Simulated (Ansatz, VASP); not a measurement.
**One calculation of Zr, two programs**

INCAR

```
SYSTEM = Zr
PREC = Accurate
ENCUT = 520
EDIFF = 1E-7
ISMEAR = 0
SIGMA = 0.15
LREAL = .FALSE.
LASPH = .TRUE.
NELM = 100
ALGO = Fast
ISIF = 2
LWAVE = .FALSE.
LCHARG = .FALSE.
GGA = PE
NBANDS = 19
```

File KPOINTS:

```
Automatic mesh
0
G
  18 18 10
  0 0 0
```

Contents of POSCAR:

```
Zr
1.0
    3.1350382758      0.0000000000      0.0000000000
   -1.5675191379      2.7150227887      0.0000000000
    0.0000000000      0.0000000000      5.0697950000
Zr
2
Direct
    0.3333333333      0.6666666667      0.2500000000
    0.6666666667      0.3333333333      0.7500000000
```

Input for Ansatz:

```yaml
crystal:
  lattice:
    - [3.1350382758, 0.0, 0.0]
    - [-1.5675191379, 2.7150227887, 0.0]
    - [0.0, 0.0, 5.069795]
  atoms:
    - { symbol: Zr, position: [0.3333333333, 0.6666666667, 0.25] }
    - { symbol: Zr, position: [0.6666666667, 0.3333333333, 0.75] }
basis:
  ecutwfc: 420
kpoints:
  mp_grid: { grid: [18, 18, 10] }
hamiltonian:
  xc: pbe
scf:
  occupations: { method: gaussian, width: 0.15 }
output:
  forces: true
  stress: true
  eigenvalues: true
```

Change from the starting cell: strain -0.030 along x and y, -0.015 along z, atoms carried along.

Alike in both runs: task single point; functional PBE; k mesh 18 × 18 × 10; occupations gaussian, width 0.15 eV; no spin polarisation.

```csv
,VASP,Ansatz
version,VASP 6.6.1,Ansatz 0.2.0
potentials or method,"VASP PAW PBE potentials, release 64 (Zr_sv), cutoff 520 eV","scalar-relativistic, plane waves, PAW"
valence electrons in the cell,24,24
```

VASP gave:

- gap on the k mesh at the Fermi level (eV): none
- pressure (GPa): 8.5
- traceless stress, the component that is largest in VASP (GPa): -0.16

**Question.** Which values does Ansatz return?

**Answer.** gap on the k mesh at the Fermi level (eV): none; pressure (GPa): 8.5; traceless stress, the component that is largest in VASP (GPa): -0.15.

A gap of «none» marks a metal or a gap that the smearing closes.
